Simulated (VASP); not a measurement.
Input of a VASP 6.6.1 run:

INCAR

```
PREC = Accurate
ENCUT = 520
EDIFF = 1E-6
ISMEAR = -1
SIGMA = 0.04
LREAL = F
LASPH = T
NELM = 60
ALGO = Normal
ISIF = 2
LWAVE = F
LCHARG = F
GGA = PE
NBANDS = 17
```

Contents of KPOINTS:

```
Automatic mesh
0
Gamma
  4 4 4
```

Contents of POSCAR:

```
SnTe
1.0
    0.0000000000      3.1508500000      3.1508500000
    3.1508500000      0.0000000000      3.1508500000
    3.1508500000      3.1508500000      0.0000000000
Te Sn
1 1
Direct
    0.5000000000      0.5000000000      0.5000000000
    0.0000000000      0.0000000000      0.0000000000
```

Potentials or basis: VASP PAW PBE potentials, release 64 (Te, Sn_d).

The run is started by

```bash
$ cat potpaw_PBE.64/Te/POTCAR potpaw_PBE.64/Sn_d/POTCAR > POTCAR
$ mpirun -np 1 vasp_std > vasp.out
```

(1) Estimate the pressure.

(2) Estimate the band gap on the k mesh.

Results:

(1) 1.7 GPa.

(2) 0.10 eV, direct.

Caveat: the k points lie up to 0.43 Å⁻¹ apart; spin-orbit coupling is left out, which moves the levels of the heavy elements.
